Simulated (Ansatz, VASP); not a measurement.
**One calculation of SnO2, two programs**

The input INCAR:

```
PREC = Accurate
ENCUT = 520
EDIFF = 1E-7
ISMEAR = -1
SIGMA = 0.05
LREAL = F
LASPH = T
NELM = 60
ALGO = Normal
ISIF = 2
LWAVE = F
LCHARG = F
GGA = RP
NBANDS = 20
```

KPOINTS

```
Automatic mesh
0
Gamma
  9 9 9
```

File POSCAR:

```
SnO2
1.0
    0.0000000000      2.5741500000      2.5741500000
    2.5741500000      0.0000000000      2.5741500000
    2.5741500000      2.5741500000      0.0000000000
Sn O
1 2
Direct
    0.0000000000      0.0000000000      0.0000000000
    0.7500000000      0.7500000000      0.7500000000
    0.2500000000      0.2500000000      0.2500000000
```

File input.yaml:

```yaml
crystal:
  lattice:
    - [0.0, 2.57415, 2.57415]
    - [2.57415, 0.0, 2.57415]
    - [2.57415, 2.57415, 0.0]
  atoms:
    - { symbol: Sn, position: [0.0, 0.0, 0.0] }
    - { symbol: O, position: [0.75, 0.75, 0.75] }
    - { symbol: O, position: [0.25, 0.25, 0.25] }
hamiltonian:
  xc: rpbe
  pseudopotentials: { kind: paw }
kpoints:
  mp_grid: { grid: [9, 9, 9] }
  band_path:
    path:
      - [[0.0, 0.0, 0.0], [0.5, 0.0, 0.5], [0.5, 0.25, 0.75], [0.375, 0.375, 0.75], [0.0, 0.0, 0.0], [0.5, 0.5, 0.5], [0.625, 0.25, 0.625], [0.5, 0.25, 0.75], [0.5, 0.5, 0.5], [0.375, 0.375, 0.75]]
      - [[0.625, 0.25, 0.625], [0.5, 0.0, 0.5]]
    npoints: 14
scf:
  occupations: { method: fermi_dirac, width: 0.05 }
  n_extra_bands: 7
output:
  forces: true
  stress: true
  eigenvalues: true
  fatbands: false
```

Alike in both runs: functional RPBE; k mesh 9 × 9 × 9; occupations fermi-dirac, width 0.05 eV; no spin polarisation.

```csv
,VASP,Ansatz
version,VASP 6.6.1,Ansatz 0.2.0
potentials or method,"VASP PAW PBE potentials, release 64 (Sn_d, O)",Ansatz PAW
plane-wave cutoff (eV),520,420
valence electrons in the cell,26,26
task,single point,band structure
```

|  | VASP | Ansatz | Ansatz less VASP |
| --- | --- | --- | --- |
| gap on the k mesh at the Fermi level (eV) | none | none | - |
| pressure (GPa) | 4.3 | 3.7 | -0.55 |

VASP's potentials were made for PBE, not for RPBE. A gap of «none» marks a metal or a gap that the smearing closes.
